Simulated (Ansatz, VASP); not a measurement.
**CdSe: VASP beside Ansatz**

```
Cd Se
1.0
     4.30000    0.00000    0.00000
    -2.15000    3.72391    0.00000
     0.00000    0.00000    7.02000
Cd Se
2 2
Direct
  0.33333 0.66667 0.00000
  0.66667 0.33333 0.50000
  0.33333 0.66667 0.38500
  0.66667 0.33333 0.88500
```

Alike in both runs: task single point; functional PBE; k mesh 6 × 6 × 2; no spin polarisation.

|  | VASP | Ansatz |
| --- | --- | --- |
| version | VASP 6.6.1 | Ansatz 0.2.0 |
| potentials or method | VASP PAW PBE potentials, release 64 (Cd, Se), cutoff 500 eV | plane waves, PAW |
| occupations | gaussian, width 0.01 eV | fixed |
| valence electrons in the cell | 36 | 72 |

```tsv
	VASP	Ansatz	Ansatz less VASP
gap on the k mesh at the Fermi level (eV)	0.70	0.70	0.000
```

VASP's potentials hold 36 valence electrons a cell and Ansatz's 72, so a difference there can come from the potentials and not from the codes.

The k mesh is coarse, so the values compare programs but aren't converged.
